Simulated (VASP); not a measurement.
# CdTe (Fm-3m) in VASP: notebook, part 2 of 2

VASP 6.6.1. Earlier steps stand in the parts before.

### 4 Single point, RPBE+D4 (volume scaled by 1.02)

INCAR reads:

```
SYSTEM = CdTe
ALGO = Normal ; EDIFF = 1E-6
ENCUT = 520 ; GGA = RP
ISIF = 2 ; ISMEAR = 0
IVDW = 13 ; LASPH = .True.
LCHARG = .False. ; LREAL = .False.
LWAVE = .False. ; NBANDS = 16
NELM = 80 ; PREC = Accurate
SIGMA = 0.05
```

KPOINTS reads:

```
k-points
0
Gamma
  6 6 6
  0 0 0
```

POSCAR reads:

```
CdTe
1.0
    0.0000000000      3.0221994588      3.0221994588
    3.0221994588      0.0000000000      3.0221994588
    3.0221994588      3.0221994588      0.0000000000
Cd Te
1 1
Direct
    0.5000000000      0.5000000000      0.5000000000
    0.0000000000      0.0000000000      0.0000000000
```

Potentials or basis: VASP PAW PBE potentials, release 64 (Cd, Te).

On the command line:

```
cat potpaw_PBE.64/Cd/POTCAR potpaw_PBE.64/Te/POTCAR > POTCAR
mpirun -np 1 vasp_std > vasp.out
```

OUTCAR:

```text
SYSTEM = CdTe
   EDIFF = 1E-6
   ENCUT = 520
   GGA = RP
   ISIF = 2
   ISMEAR = 0
   IVDW = 13
   LASPH = .True.
   LREAL = .False.
   NELM = 80
   PREC = Accurate

 ion  position               nearest neighbor table
   1  0.500  0.500  0.500-   2 3.02   2 3.02   2 3.02   2 3.02   2 3.02   2 3.02
   2  0.000  0.000  0.000-   1 3.02   1 3.02   1 3.02   1 3.02   1 3.02   1 3.02

  LATTYP: Found a face centered cubic cell.
 ALAT       =     6.0443989176

  Lattice vectors:

 A1 = (   0.0000000000,   3.0221994588,   3.0221994588)
 A2 = (   3.0221994588,   0.0000000000,   3.0221994588)
 A3 = (   3.0221994588,   3.0221994588,   0.0000000000)

Analysis of symmetry for initial positions (statically):
=====================================================================
 Subroutine PRICEL returns:
 Original cell was already a primitive cell.

 Routine SETGRP: Setting up the symmetry group for a
 face centered cubic supercell.

 Subroutine GETGRP returns: Found 48 space group operations
 (whereof 48 operations were pure point group operations)
 out of a pool of 48 trial point group operations.

The static configuration has the point symmetry O_h .

Analysis of symmetry for dynamics (positions and initial velocities):
=====================================================================
 Subroutine PRICEL returns:
 Original cell was already a primitive cell.

 Routine SETGRP: Setting up the symmetry group for a
 face centered cubic supercell.

 Subroutine GETGRP returns: Found 48 space group operations
 (whereof 48 operations were pure point group operations)
 out of a pool of 48 trial point group operations.

The dynamic configuration has the point symmetry O_h .

 Subroutine INISYM returns: Found 48 space group operations
 (whereof 48 operations are pure point group operations),
 and found     1 'primitive' translations

----------------------------------------------------------------------------------------

                                     Primitive cell

  volume of cell :      55.2077

  direct lattice vectors                    reciprocal lattice vectors
     0.000000000  3.022199459  3.022199459    -0.165442423  0.165442423  0.165442423
     3.022199459  0.000000000  3.022199459     0.165442423 -0.165442423  0.165442423
     3.022199459  3.022199459  0.000000000     0.165442423  0.165442423 -0.165442423

  length of vectors
     4.274035463  4.274035463  4.274035463     0.286554682  0.286554682  0.286554682

  position of ions in fractional coordinates (direct lattice)
     0.500000000  0.500000000  0.500000000
     0.000000000  0.000000000  0.000000000

  ion indices of the primitive-cell ions
   primitive index   ion index
                 1           1
                 2           2

----------------------------------------------------------------------------------------

 KPOINTS: k-points

Automatic generation of k-mesh.
 Grid dimensions read from file:
 generate k-points for:    6    6    6

 Generating k-lattice:

  Cartesian coordinates                     Fractional coordinates (reciprocal lattice)
    -0.027573737  0.027573737  0.027573737     0.166666667  0.000000000  0.000000000
     0.027573737 -0.027573737  0.027573737     0.000000000  0.166666667  0.000000000
     0.027573737  0.027573737 -0.027573737     0.000000000  0.000000000  0.166666667

  Length of vectors
     0.047759114  0.047759114  0.047759114

  Shift w.r.t. Gamma in fractional coordinates (k-lattice)
     0.000000000  0.000000000  0.000000000

 Subroutine IBZKPT returns following result:
 ===========================================

 Found     16 irreducible k-points:

 Following reciprocal coordinates:
            Coordinates               Weight
  0.000000  0.000000  0.000000      1.000000
  0.166667  0.000000  0.000000      8.000000
  0.333333  0.000000  0.000000      8.000000
  0.500000  0.000000  0.000000      4.000000
  0.166667  0.166667  0.000000      6.000000
  0.333333  0.166667  0.000000     24.000000
[... 8 lines left out ...]
 -0.333333  0.333333  0.166667     24.000000
 -0.333333  0.500000  0.166667     12.000000
   k-points           NKPTS =     16   k-points in BZ     NKDIM =     16   number of bands    NBANDS=     16
   number of dos      NEDOS =    301   number of ions     NIONS =      2
   total plane-waves  NPLWV =  32768
   dimension x,y,z NGX =    32 NGY =   32 NGZ =   32
   dimension x,y,z NGXF=    64 NGYF=   64 NGZF=   64
   ions per type =               1   1
   NGX,Y,Z   is equivalent  to a cutoff of  12.45, 12.45, 12.45 a.u.
   NGXF,Y,Z  is equivalent  to a cutoff of  24.89, 24.89, 24.89 a.u.
 SYSTEM =  CdTe
   PREC   = accura    normal or accurate (medium, high low for compatibility)
   ISTART =      0    job   : 0-new  1-cont  2-samecut
   ICHARG =      2    charge: 1-file 2-atom 10-const
   ISPIN  =      1    spin polarized calculation?
   LNONCOLLINEAR =      F non collinear calculations
   LSORBIT =      F    spin-orbit coupling
   LASPH  =      T    aspherical Exc in radial PAW
   ENCUT  =  520.0 eV  38.22 Ry    6.18 a.u.   7.95  7.95  7.95*2*pi/ulx,y,z
   NELM   =     80;   NELMIN=  2; NELMDL= -5     # of ELM steps
   EDIFF  = 0.1E-05   stopping-criterion for ELM
   LREAL  =      F    real-space projection
   EDIFFG = 0.1E-04   stopping-criterion for IOM
   NSW    =      0    number of steps for IOM
   IBRION =     -1    ionic relax: 0-MD 1-quasi-New 2-CG
   NFREE  =      0    steps in history (QN), initial steepest desc. (CG)
   ISIF   =      2    stress and relaxation
   ISYM   =      2    0-nonsym 1-usesym 2-fastsym
   POTIM  = 0.5000    time-step for ionic-motion
   TEBEG  =    0.0;   TEEND  =   0.0 temperature during run
   PSTRESS=    0.0 pullay stress
   NELECT =      18.0000    total number of electrons
   NUPDOWN=      -1.0000    fix difference up-down
   EMIN   =  10.00;   EMAX   =-10.00  energy-range for DOS
   EFERMI =   0.00;   METHOD = LEGACY
   ISMEAR =     0;   SIGMA  =   0.05  broadening in eV -4-tet -1-fermi 0-gaus
   EFERMI_NEDOS =   21; number of points for ismear=-14 and -15
   IALGO  =     38    algorithm
   IMIX   =      4    mixing-type and parameters
     AMIX     =   0.40;   BMIX     =  1.00
     AMIX_MAG =   1.60;   BMIX_MAG =  1.00
  volume/ion in A,a.u.               =      27.60       186.28
  Fermi-wavevector in a.u.,A,eV,Ry     =   1.126763  2.129273 17.273884  1.269595
  Thomas-Fermi vector in A             =   2.263446
   LORBIT       =      0    0 simple, 1 ext, 2 COOP (PROOUT), +10 PAW based schemes
   GGA     = RP    functional components
   LHFCALC =     F    Hartree Fock is set to
   AEXX    =    0.0000 exact exchange contribution
   IVDW    =    13    specifies the selected vdW correction
   LEPSILON=     F    determine dielectric tensor
   LRPA    =     F    only Hartree local field effects (RPA)
 non-spin polarized calculation
 Gauss-broadening in eV      SIGMA  =   0.05
  energy-cutoff  :      520.00
  volume of cell :       55.21
 maximum number of plane-waves:      1524
   NGX = 15   NGY = 15   NGZ = 15

 number of electron      17.9999995 magnetization

 Free energy of the ion-electron system (eV)
  ---------------------------------------------------
  ext. energy  EPLUGINS =         0.00000000
  ---------------------------------------------------
  free energy    TOTEN  =        -3.65399229 eV

  energy without entropy =       -3.65170896  energy(sigma->0) =       -3.65285063

 E-fermi :   4.4560     XC(G=0):  -9.7319

 val. band max:        4.4494205211   @ k =  -0.1667   0.1667   0.0000
 cond. band min:       4.4692390381   @ k =   0.3333   0.3333   0.0000
 fundamental gap:      0.0198185171
 Fermi energy:         4.4560087017

 k-point     1 :       0.0000    0.0000    0.0000
  band No.  band energies     occupation
      1      -7.3620      2.00000
      2      -4.0681      2.00000
      3      -4.0681      2.00000
      4      -4.0288      2.00000
      5      -4.0288      2.00000
      6      -4.0288      2.00000
[... 8 lines left out ...]
     15      12.2410      0.00000
     16      12.2410      0.00000
[... 267 lines left out ...]
 k-point    16 :      -0.3333    0.5000    0.1667
  band No.  band energies     occupation
      1      -6.3866      2.00000
      2      -4.1027      2.00000
      3      -4.0629      2.00000
      4      -3.9644      2.00000
      5      -3.8979      2.00000
      6      -3.2801      2.00000
[... 8 lines left out ...]
     15      15.8539      0.00000
     16      17.4963      0.00000

------------------------ aborting loop because EDIFF is reached ----------------------------------------

  DFT-D4 for vdW energy calculation

  Edisp (eV):   -1.69094

  FORCE on cell =-STRESS in cart. coord.  units (eV):
  Direction    XX          YY          ZZ          XY          YZ          ZX
  --------------------------------------------------------------------------------------
  -------------------------------------------------------------------------------------
  Total      -0.29882    -0.29882    -0.29882     0.00000     0.00000    -0.00000
  in kB      -8.67203    -8.67203    -8.67203     0.00000     0.00000    -0.00000
  external pressure =       -8.67 kB  Pullay stress =        0.00 kB

 VOLUME and BASIS-vectors are now :
 -----------------------------------------------------------------------------
  energy-cutoff  :      520.00
  volume of cell :       55.21
      direct lattice vectors                 reciprocal lattice vectors
     0.000000000  3.022199459  3.022199459    -0.165442423  0.165442423  0.165442423
     3.022199459  0.000000000  3.022199459     0.165442423 -0.165442423  0.165442423
     3.022199459  3.022199459  0.000000000     0.165442423  0.165442423 -0.165442423

 POSITION                                       TOTAL-FORCE (eV/Angst)
 -----------------------------------------------------------------------------------
      3.02220      3.02220      3.02220         0.000000     -0.000000      0.000000
      0.00000      0.00000      0.00000        -0.000000      0.000000     -0.000000
 -----------------------------------------------------------------------------------
    total drift:                                0.000000     -0.000000      0.000000

  FREE ENERGIE OF THE ION-ELECTRON SYSTEM (eV)
  ---------------------------------------------------
  free  energy   TOTEN  =        -5.3449338708 eV

  energy  without entropy=       -5.3426505420  energy(sigma->0) =       -5.34379221
```

OSZICAR:

```text
N       E                     dE             d eps       ncg     rms          rms(c)
DAV:   1     0.994382513303E+02    0.99438E+02   -0.82376E+03   512   0.986E+02
DAV:   2    -0.838589331165E+00   -0.10028E+03   -0.94823E+02   608   0.242E+02
DAV:   3    -0.389789522716E+01   -0.30593E+01   -0.30538E+01   648   0.434E+01
DAV:   4    -0.391276452127E+01   -0.14869E-01   -0.14869E-01   616   0.306E+00
DAV:   5    -0.391294965723E+01   -0.18514E-03   -0.18513E-03   632   0.334E-01    0.598E+00
DAV:   6    -0.367229548333E+01    0.24065E+00   -0.36488E-01   576   0.702E+00    0.486E+00
DAV:   7    -0.365259957409E+01    0.19696E-01   -0.11581E-01   576   0.238E+00    0.175E+00
DAV:   8    -0.365378234124E+01   -0.11828E-02   -0.14790E-02   552   0.144E+00    0.506E-01
DAV:   9    -0.365412547164E+01   -0.34313E-03   -0.23487E-03   616   0.582E-01    0.113E-01
DAV:  10    -0.365396958187E+01    0.15589E-03   -0.41989E-04   584   0.244E-01    0.508E-02
DAV:  11    -0.365398184001E+01   -0.12258E-04   -0.46731E-05   656   0.447E-02    0.271E-02
DAV:  12    -0.365400944113E+01   -0.27601E-04   -0.85813E-05   520   0.618E-02    0.267E-02
DAV:  13    -0.365399208627E+01    0.17355E-04   -0.27036E-05   528   0.417E-02    0.413E-03
DAV:  14    -0.365399229064E+01   -0.20437E-06   -0.18533E-06   600   0.855E-03
   1 F= -.53449339E+01 E0= -.53437922E+01  d E =-.228333E-02
```

It took 7.1 s on 1 thread of AMD EPYC 9R45 (Zen 5), shared host; peak memory 0.15 GiB.

What came out:

```
Free energy                : -5.3449 eV
Pressure                   : -0.9 GPa
Band gap on the k mesh     : zero (band 9 reaches 4.45 eV, above the bottom of band 10 at 3.13 eV)
Dispersion energy per atom : -0.845 eV
```

Levels at points of the mesh, in eV from the Fermi level:
| k point | band 5 | band 6 | band 7 | band 8 | band 9 | band 10 | band 11 | band 12 | band 13 | band 14 |
| --- | --- | --- | --- | --- | --- | --- | --- | --- | --- | --- |
| (0.00, 0.00, 0.00) | -8.48 | -8.48 | -0.55 | -0.55 | -0.55 | 0.49 | 7.03 | 7.03 | 7.03 | 7.78 |
| (0.50, 0.00, 0.00) | -8.40 | -8.40 | -5.37 | -0.11 | -0.11 | 2.70 | 3.92 | 3.92 | 4.88 | 10.30 |
| (0.50, 0.50, 0.00) | -8.35 | -7.61 | -4.33 | -2.23 | -2.23 | -1.32 | 4.15 | 9.34 | 9.34 | 10.07 |

Caveat: the cell differs from its parent crystal (volume scaled by 1.02); the PAW data sets were made with another functional, which shifts forces and pressure a little; spin-orbit coupling is left out, which moves the levels of the heavy elements; pairwise dispersion overbinds metals, which lowers pressure and volume.

### 5 Single point, RPBE+D4 (volume scaled by 1.04)

INCAR, as its differences from that of step 4:

```diff
@@ -5,3 +5,4 @@
 IVDW = 13 ; LASPH = .True.
-LCHARG = .False. ; LREAL = .False.
+LCHARG = .True. ; LELF = .True.
+LREAL = .False. ; LVHAR = .True.
 LWAVE = .False. ; NBANDS = 16
```

KPOINTS is that of step 4.

POSCAR reads:

```
CdTe
1.0
    0.0000000000      3.0418246805      3.0418246805
    3.0418246805      0.0000000000      3.0418246805
    3.0418246805      3.0418246805      0.0000000000
Cd Te
1 1
Direct
    0.5000000000      0.5000000000      0.5000000000
    0.0000000000      0.0000000000      0.0000000000
```

On the command line:

```
cat potpaw_PBE.64/Cd/POTCAR potpaw_PBE.64/Te/POTCAR > POTCAR
mpirun -np 1 vasp_std > vasp.out
```

Run time: 8 s. Hardware: 1 thread of AMD EPYC 9R45 (Zen 5), shared host; peak memory 0.14 GiB.

It converged, with:

| Property | Result |
| --- | --- |
| Free energy | -5.3358 eV |
| Pressure | -1.8 GPa |
| Band gap on the k mesh | zero (band 9 reaches 4.25 eV, above the bottom of band 10 at 2.94 eV) |
| Dispersion energy per atom | -0.828 eV |

Levels at points of the mesh, in eV from the Fermi level:
| k point | band 7 | band 8 | band 9 | band 10 | band 11 | band 12 |
| --- | --- | --- | --- | --- | --- | --- |
| (0.00, 0.00, 0.00) | -0.53 | -0.53 | -0.53 | 0.39 | 7.02 | 7.02 |
| (0.50, 0.00, 0.00) | -5.27 | -0.11 | -0.11 | 2.71 | 3.93 | 3.93 |
| (0.50, 0.50, 0.00) | -4.21 | -2.16 | -2.16 | -1.31 | 4.19 | 9.22 |

Caveat: the cell differs from its parent crystal (volume scaled by 1.04); the PAW data sets were made with another functional, which shifts forces and pressure a little; spin-orbit coupling is left out, which moves the levels of the heavy elements; pairwise dispersion overbinds metals, which lowers pressure and volume.

### 6 Single point, revPBE+D4

This run uses another cell than the first one, of 27.25 Å³/atom, 1.042 times its volume.

INCAR reads:

```
ALGO = Normal
EDIFF = 1E-6
ENCUT = 520
GGA = RE
ISIF = 2
ISMEAR = 0
IVDW = 13
LASPH = True
LCHARG = False
LREAL = False
LWAVE = False
NBANDS = 16
NELM = 80
PREC = Accurate
SIGMA = 0.05
```

KPOINTS reads:

```
k-points
0
Gamma
  6 6 6
```

POSCAR reads:

```
CdTe
1.0
    0.0000000000      3.0093918433      3.0093918433
    3.0093918433      0.0000000000      3.0093918433
    3.0093918433      3.0093918433      0.0000000000
Cd Te
1 1
Direct
    0.5000000000      0.5000000000      0.5000000000
    0.0000000000      0.0000000000      0.0000000000
```

Potentials or basis: VASP PAW PBE potentials, release 64 (Cd, Te).

On the command line:

```
cat potpaw_PBE.64/Cd/POTCAR potpaw_PBE.64/Te/POTCAR > POTCAR
mpirun -np 1 vasp_std > vasp.out
```

Wall time 11 s (1 thread of Intel Xeon Platinum 8259CL at 2.50GHz (Skylake/Cascade Lake), shared host); peak memory 0.17 GiB.

Results (log left out):

```
Free energy                : -5.2323 eV
Pressure                   : 0.2 GPa
Band gap on the k mesh     : zero (band 9 reaches 4.55 eV, above the bottom of band 10 at 3.21 eV)
Dispersion energy per atom : -0.744 eV
```

Levels at points of the mesh, in eV from the Fermi level:
```
           k point  band 6  band 7  band 8  band 9  band 10  band 11  band 12  band 13
(0.00, 0.00, 0.00)   -8.49   -0.56   -0.56   -0.56     0.53     7.03     7.03     7.03
(0.50, 0.00, 0.00)   -8.40   -5.45   -0.10   -0.10     2.68     3.90     3.90     4.94
(0.50, 0.50, 0.00)   -7.59   -4.42   -2.28   -2.28    -1.34     4.12     9.41     9.41
```

Caveat: the PAW data sets were made with another functional, which shifts forces and pressure a little; spin-orbit coupling is left out, which moves the levels of the heavy elements; pairwise dispersion overbinds metals, which lowers pressure and volume.

### 7 The runs side by side

| level | potentials or basis | cell | gap on the mesh (eV) | pressure (GPa) |
| --- | --- | --- | --- | --- |
| revPBE+D4 | VASP PAW PBE potentials, release 64 (Cd, Te) | a = 4.198 Å, angles 60.0°, 2 atoms | none | 2.6 |
| LDA | VASP PAW LDA potentials, release 64 (Cd, Te) | a = 4.251 Å, angles 60.0°, 2 atoms | none | -1.9 |
| RPBE+D4 | VASP PAW PBE potentials, release 64 (Cd, Te) | a = 4.274 Å, angles 60.0°, 2 atoms | none | -0.9 |
| RPBE+D4 | VASP PAW PBE potentials, release 64 (Cd, Te) | a = 4.302 Å, angles 60.0°, 2 atoms | none | -1.8 |
| revPBE+D4 | VASP PAW PBE potentials, release 64 (Cd, Te) | a = 4.256 Å, angles 60.0°, 2 atoms | none | 0.2 |

Alike in all rows: task single point; no spin polarisation; k mesh 6 × 6 × 6; cutoff (eV) 520; smearing gaussian 0.05 eV.

Caveats: spin-orbit coupling is left out, which moves the levels of the heavy elements; the PAW data sets were made with another functional, which shifts forces and pressure a little (some runs); pairwise dispersion overbinds metals, which lowers pressure and volume (some runs).

Total energies depend on the potentials used, so only differences within one code and one set of settings carry meaning.
